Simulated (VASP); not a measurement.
# TiC (Pm-3m) in VASP: further runs

TiC is run at these levels: PBE; tasks: single point.

Everything below comes from runs of VASP 6.6.1. Logs are shortened: lines on timing, memory, paths and dates and some standing lists are left out, and cuts for length are marked.

## Step 1: The cell of the first run

It takes space group Pm-3m (No. 221, cubic). Conventional cell: a = 2.708 Å, b = 2.708 Å, c = 2.708 Å, α = 90.00°, β = 90.00°, γ = 90.00°. Within 3.1 Å of Ti (site symmetry m-3m) lie 8 C at 2.34 Å and 6 Ti at 2.71 Å. Within 3.1 Å of C (site symmetry m-3m) lie 8 Ti at 2.34 Å and 6 C at 2.71 Å.

## Step 2: Single point, PBE

The input, INCAR:

```
  ALGO = Normal
  EDIFF = 1E-7
  ENCUT = 520
  GGA = PE
  ISIF = 2
  ISMEAR = 0
  LASPH = True
  LCHARG = True
  LELF = True
  LREAL = False
  LVHAR = True
  LWAVE = False
  NBANDS = 15
  NELM = 60
  PREC = Accurate
  SIGMA = 0.1
```

The input, KPOINTS:

```
k-points
0
Gamma
  6 6 6
```

The input, POSCAR:

```
TiC
1.0
    2.7075232973      0.0000000000      0.0000000000
    0.0000000000      2.7075232973      0.0000000000
    0.0000000000      0.0000000000      2.7075232973
Ti C
1 1
Direct
    0.0000000000      0.0000000000      0.0000000000
    0.5000000000      0.5000000000      0.5000000000
```

Potentials or basis: VASP PAW PBE potentials, release 64 (Ti_sv, C).

Run with:

```sh
$ cat potpaw_PBE.64/Ti_sv/POTCAR potpaw_PBE.64/C/POTCAR > POTCAR
$ mpirun -np 1 vasp_std > vasp.out
```

OUTCAR:

```text
EDIFF = 1E-7
   ENCUT = 520
   GGA = PE
   ISIF = 2
   ISMEAR = 0
   LASPH = True
   LREAL = False
   NELM = 60
   PREC = Accurate

 ion  position               nearest neighbor table
   1  0.000  0.000  0.000-   2 2.34   2 2.34   2 2.34   2 2.34   2 2.34   2 2.34   2 2.34   2 2.34

   2  0.500  0.500  0.500-   1 2.34   1 2.34   1 2.34   1 2.34   1 2.34   1 2.34   1 2.34   1 2.34

  LATTYP: Found a simple cubic cell.
 ALAT       =     2.7075232973

  Lattice vectors:

 A1 = (   2.7075232973,   0.0000000000,   0.0000000000)
 A2 = (   0.0000000000,   2.7075232973,   0.0000000000)
 A3 = (   0.0000000000,   0.0000000000,   2.7075232973)

Analysis of symmetry for initial positions (statically):
=====================================================================
 Subroutine PRICEL returns:
 Original cell was already a primitive cell.

 Routine SETGRP: Setting up the symmetry group for a
 simple cubic supercell.

 Subroutine GETGRP returns: Found 48 space group operations
 (whereof 48 operations were pure point group operations)
 out of a pool of 48 trial point group operations.

The static configuration has the point symmetry O_h .

Analysis of symmetry for dynamics (positions and initial velocities):
=====================================================================
 Subroutine PRICEL returns:
 Original cell was already a primitive cell.

 Routine SETGRP: Setting up the symmetry group for a
 simple cubic supercell.

 Subroutine GETGRP returns: Found 48 space group operations
 (whereof 48 operations were pure point group operations)
 out of a pool of 48 trial point group operations.

The dynamic configuration has the point symmetry O_h .

 Subroutine INISYM returns: Found 48 space group operations
 (whereof 48 operations are pure point group operations),
 and found     1 'primitive' translations

----------------------------------------------------------------------------------------

                                     Primitive cell

  volume of cell :      19.8480

  direct lattice vectors                    reciprocal lattice vectors
     2.707523297  0.000000000  0.000000000     0.369341236  0.000000000  0.000000000
     0.000000000  2.707523297  0.000000000     0.000000000  0.369341236  0.000000000
     0.000000000  0.000000000  2.707523297     0.000000000  0.000000000  0.369341236

  length of vectors
     2.707523297  2.707523297  2.707523297     0.369341236  0.369341236  0.369341236

  position of ions in fractional coordinates (direct lattice)
     0.000000000  0.000000000  0.000000000
     0.500000000  0.500000000  0.500000000

  ion indices of the primitive-cell ions
   primitive index   ion index
                 1           1
                 2           2

----------------------------------------------------------------------------------------

 KPOINTS: k-points

Automatic generation of k-mesh.
 Grid dimensions read from file:
 generate k-points for:    6    6    6

 Generating k-lattice:

  Cartesian coordinates                     Fractional coordinates (reciprocal lattice)
     0.061556873  0.000000000  0.000000000     0.166666667  0.000000000  0.000000000
     0.000000000  0.061556873  0.000000000     0.000000000  0.166666667  0.000000000
     0.000000000  0.000000000  0.061556873     0.000000000  0.000000000  0.166666667

  Length of vectors
     0.061556873  0.061556873  0.061556873

  Shift w.r.t. Gamma in fractional coordinates (k-lattice)
     0.000000000  0.000000000  0.000000000

 Subroutine IBZKPT returns following result:
 ===========================================

 Found     20 irreducible k-points:

 Following reciprocal coordinates:
            Coordinates               Weight
  0.000000  0.000000  0.000000      1.000000
  0.166667  0.000000  0.000000      6.000000
  0.333333  0.000000  0.000000      6.000000
  0.500000  0.000000  0.000000      3.000000
  0.166667  0.166667  0.000000     12.000000
  0.333333  0.166667  0.000000     24.000000
[... 12 lines left out ...]
  0.500000  0.500000  0.333333      6.000000
  0.500000  0.500000  0.500000      1.000000
   k-points           NKPTS =     20   k-points in BZ     NKDIM =     20   number of bands    NBANDS=     15
   number of dos      NEDOS =    301   number of ions     NIONS =      2
   total plane-waves  NPLWV =   8000
   dimension x,y,z NGX =    20 NGY =   20 NGZ =   20
   dimension x,y,z NGXF=    40 NGYF=   40 NGZF=   40
   ions per type =               1   1
   NGX,Y,Z   is equivalent  to a cutoff of  12.28, 12.28, 12.28 a.u.
   NGXF,Y,Z  is equivalent  to a cutoff of  24.56, 24.56, 24.56 a.u.
 SYSTEM =  unknown system
   PREC   = accura    normal or accurate (medium, high low for compatibility)
   ISTART =      0    job   : 0-new  1-cont  2-samecut
   ICHARG =      2    charge: 1-file 2-atom 10-const
   ISPIN  =      1    spin polarized calculation?
   LNONCOLLINEAR =      F non collinear calculations
   LSORBIT =      F    spin-orbit coupling
   LASPH  =      T    aspherical Exc in radial PAW
   ENCUT  =  520.0 eV  38.22 Ry    6.18 a.u.   5.03  5.03  5.03*2*pi/ulx,y,z
   NELM   =     60;   NELMIN=  2; NELMDL= -5     # of ELM steps
   EDIFF  = 0.1E-06   stopping-criterion for ELM
   LREAL  =      F    real-space projection
   EDIFFG = 0.1E-05   stopping-criterion for IOM
   NSW    =      0    number of steps for IOM
   IBRION =     -1    ionic relax: 0-MD 1-quasi-New 2-CG
   NFREE  =      0    steps in history (QN), initial steepest desc. (CG)
   ISIF   =      2    stress and relaxation
   ISYM   =      2    0-nonsym 1-usesym 2-fastsym
   POTIM  = 0.5000    time-step for ionic-motion
   TEBEG  =    0.0;   TEEND  =   0.0 temperature during run
   PSTRESS=    0.0 pullay stress
   NELECT =      16.0000    total number of electrons
   NUPDOWN=      -1.0000    fix difference up-down
   EMIN   =  10.00;   EMAX   =-10.00  energy-range for DOS
   EFERMI =   0.00;   METHOD = LEGACY
   ISMEAR =     0;   SIGMA  =   0.10  broadening in eV -4-tet -1-fermi 0-gaus
   EFERMI_NEDOS =   21; number of points for ismear=-14 and -15
   IALGO  =     38    algorithm
   IMIX   =      4    mixing-type and parameters
     AMIX     =   0.40;   BMIX     =  1.00
     AMIX_MAG =   1.60;   BMIX_MAG =  1.00
  volume/ion in A,a.u.               =       9.92        66.97
  Fermi-wavevector in a.u.,A,eV,Ry     =   1.523618  2.879220 31.584705  2.321410
  Thomas-Fermi vector in A             =   2.632036
   LORBIT       =      0    0 simple, 1 ext, 2 COOP (PROOUT), +10 PAW based schemes
   GGA     = PE    functional components
   LHFCALC =     F    Hartree Fock is set to
   AEXX    =    0.0000 exact exchange contribution
   IVDW    =     0    specifies the selected vdW correction
   LEPSILON=     F    determine dielectric tensor
   LRPA    =     F    only Hartree local field effects (RPA)
 non-spin polarized calculation
 Gauss-broadening in eV      SIGMA  =   0.10
  energy-cutoff  :      520.00
  volume of cell :       19.85
 maximum number of plane-waves:       554
   NGX = 11   NGY = 11   NGZ = 11

 number of electron      16.0000005 magnetization

 Free energy of the ion-electron system (eV)
  ---------------------------------------------------
  ext. energy  EPLUGINS =         0.00000000
  ---------------------------------------------------
  free energy    TOTEN  =       -16.37762233 eV

  energy without entropy =      -16.37031420  energy(sigma->0) =      -16.37396826

 E-fermi :  10.1933     XC(G=0): -12.9075

 val. band max:       10.1018136969   @ k =   0.1667   0.1667   0.0000
 cond. band min:      10.2122320593   @ k =   0.5000   0.5000   0.1667
 fundamental gap:      0.1104183624
 Fermi energy:        10.1933395575

 k-point     1 :       0.0000    0.0000    0.0000
  band No.  band energies     occupation
      1     -46.5818      2.00000
      2     -22.4756      2.00000
      3     -22.4756      2.00000
      4     -22.4756      2.00000
      5      -2.9651      2.00000
      6       8.5483      2.00000
      7       8.5483      2.00000
      8      11.5457      0.00000
      9      11.5457      0.00000
     10      11.5457      0.00000
     11      13.4398      0.00000
     12      13.4398      0.00000
     13      13.4398      0.00000
     14      20.3959      0.00000
     15      26.2937      0.00000

 k-point     2 :       0.1667    0.0000    0.0000
  band No.  band energies     occupation
      1     -46.5573      2.00000
      2     -22.6710      2.00000
      3     -22.4573      2.00000
      4     -22.4573      2.00000
      5      -2.4466      2.00000
      6       7.6896      2.00000
      7       8.7538      2.00000
      8      10.6232      0.00000
      9      10.6232      0.00000
     10      11.7143      0.00000
     11      13.4972      0.00000
     12      14.4828      0.00000
     13      14.4828      0.00000
     14      21.1733      0.00000
     15      25.3336      0.00000

 k-point     3 :       0.3333    0.0000    0.0000
  band No.  band energies     occupation
      1     -46.5078      2.00000
      2     -23.0484      2.00000
      3     -22.4206      2.00000
      4     -22.4206      2.00000
      5      -1.1035      2.00000
      6       5.2810      2.00000
      7       9.2058      2.00000
      8       9.5505      2.00000
      9       9.5505      2.00000
     10      13.2873      0.00000
     11      13.6144      0.00000
     12      15.9226      0.00000
     13      15.9226      0.00000
     14      22.0573      0.00000
     15      23.5532      0.00000
[... 271 lines left out ...]
 k-point    19 :       0.5000    0.5000    0.3333
  band No.  band energies     occupation
      1     -46.3225      2.00000
      2     -23.0056      2.00000
      3     -23.0056      2.00000
      4     -22.8205      2.00000
      5       1.8801      2.00000
      6       5.1401      2.00000
      7       5.1401      2.00000
      8       6.9910      2.00000
      9      12.8878      0.00000
     10      14.7454      0.00000
     11      15.0222      0.00000
     12      15.0222      0.00000
     13      16.6996      0.00000
     14      19.8281      0.00000
     15      21.1502      0.00000

 k-point    20 :       0.5000    0.5000    0.5000
  band No.  band energies     occupation
      1     -46.3001      2.00000
      2     -22.9759      2.00000
      3     -22.9759      2.00000
      4     -22.9759      2.00000
      5       3.4490      2.00000
      6       4.7183      2.00000
      7       4.7183      2.00000
      8       4.7183      2.00000
      9      14.7704      0.00000
     10      14.7704      0.00000
     11      16.9709      0.00000
     12      16.9709      0.00000
     13      16.9709      0.00000
     14      18.8056      0.00000
     15      18.8056      0.00000

------------------------ aborting loop because EDIFF is reached ----------------------------------------

  FORCE on cell =-STRESS in cart. coord.  units (eV):
  Direction    XX          YY          ZZ          XY          YZ          ZX
  --------------------------------------------------------------------------------------
  -------------------------------------------------------------------------------------
  Total        0.0039887      0.0039887      0.0039887      0.0000000      0.0000000     -0.0000000
  in kB        0.3219763      0.3219763      0.3219763      0.0000000      0.0000000     -0.0000000
  external PRESSURE =       0.3219763 kB  Pullay stress =       0.0000000 kB

 VOLUME and BASIS-vectors are now :
 -----------------------------------------------------------------------------
  energy-cutoff  :      520.00
  volume of cell :       19.85
      direct lattice vectors                 reciprocal lattice vectors
     2.707523297  0.000000000  0.000000000     0.369341236  0.000000000  0.000000000
     0.000000000  2.707523297  0.000000000     0.000000000  0.369341236  0.000000000
     0.000000000  0.000000000  2.707523297     0.000000000  0.000000000  0.369341236

 POSITION                                       TOTAL-FORCE (eV/Angst)
 -----------------------------------------------------------------------------------
      0.00000      0.00000      0.00000         0.000000      0.000000      0.000000
      1.35376      1.35376      1.35376         0.000000      0.000000      0.000000
 -----------------------------------------------------------------------------------
    total drift:                               -0.000000      0.000000      0.000000

  FREE ENERGIE OF THE ION-ELECTRON SYSTEM (eV)
  ---------------------------------------------------
  free  energy   TOTEN  =       -16.3776223297 eV

  energy  without entropy=      -16.3703142003  energy(sigma->0) =      -16.37396826
```

Wall time 4 s (1 thread of Intel Xeon 6975P-C (Granite Rapids), shared host); peak memory 0.12 GiB.

What came out:

```yaml
Free_energy: -16.3776 eV
Pressure: 0.0 GPa
Band_gap_on_the_k_mesh: zero (band 8 reaches 11.55 eV, above the bottom of band 9 at 9.46 eV)
```

Levels at points of the mesh, in eV from the Fermi level:
```
           k point  band 5  band 6  band 7  band 8  band 9  band 10  band 11  band 12
(0.00, 0.00, 0.00)  -13.16   -1.65   -1.65    1.35    1.35     1.35     3.25     3.25
(0.50, 0.00, 0.00)  -10.19   -6.51   -1.05   -1.05   -0.74     3.48     4.27     6.41
(0.50, 0.50, 0.00)  -10.01   -3.36   -3.36   -0.68    1.72     1.72     2.67     3.78
(0.50, 0.50, 0.50)   -6.74   -5.48   -5.48   -5.48    4.58     4.58     6.78     6.78
```

Caveat: the k points lie up to 0.39 Å⁻¹ apart.

## Step 3: Single point, PBE

This run uses another cell than the first one, of 13.90 Å³/atom, 1.401 times its volume.

The input, INCAR:

```
PREC     = Accurate       # precision mode
ENCUT    = 520            # plane-wave cutoff, eV
EDIFF    = 1E-7           # SCF threshold, eV
ISMEAR   = 0              # smearing method
SIGMA    = 0.1            # smearing width, eV
LREAL    = False          # projectors in reciprocal space
LASPH    = True           # aspherical terms in the spheres
NELM     = 60             # most SCF steps
ALGO     = Normal         # electronic algorithm
ISIF     = 2              # what is computed and relaxed
LWAVE    = False          # write WAVECAR
LCHARG   = False          # write CHGCAR
GGA      = PE             # functional
NBANDS   = 15             # bands
```

The input, KPOINTS:

```
regular mesh
0
Gamma
  6 6 6
```

The input, POSCAR:

```
TiC
1.0
    3.0293392400      0.0000000000      0.0000000000
    0.0000000000      3.0293392400      0.0000000000
    0.0000000000      0.0000000000      3.0293392400
Ti C
1 1
Direct
    0.0000000000      0.0000000000      0.0000000000
    0.5000000000      0.5000000000      0.5000000000
```

Potentials or basis: VASP PAW PBE potentials, release 64 (Ti_sv, C).

Run with:

```sh
$ cat potpaw_PBE.64/Ti_sv/POTCAR potpaw_PBE.64/C/POTCAR > POTCAR
$ mpirun -np 1 vasp_std > vasp.out
```

It took 4.7 s on 1 thread of Intel Xeon 6975P-C (Granite Rapids), shared host; peak memory 0.13 GiB.

Results (log left out):

| Quantity | Value |
| --- | --- |
| Free energy | -15.1700 eV |
| Pressure | -36.4 GPa |
| Band gap on the k mesh | zero (band 8 reaches 7.51 eV, above the bottom of band 9 at 6.00 eV) |

Levels at points of the mesh, in eV from the Fermi level:
| k point | band 6 | band 7 | band 8 | band 9 | band 10 | band 11 |
| --- | --- | --- | --- | --- | --- | --- |
| (0.00, 0.00, 0.00) | -0.93 | -0.93 | 1.11 | 1.11 | 1.11 | 2.10 |
| (0.50, 0.00, 0.00) | -4.95 | -0.57 | -0.57 | -0.40 | 2.23 | 2.75 |
| (0.50, 0.50, 0.00) | -2.55 | -2.55 | -0.50 | 1.22 | 1.22 | 1.96 |
| (0.50, 0.50, 0.50) | -3.60 | -3.60 | -3.60 | 2.88 | 2.88 | 4.54 |
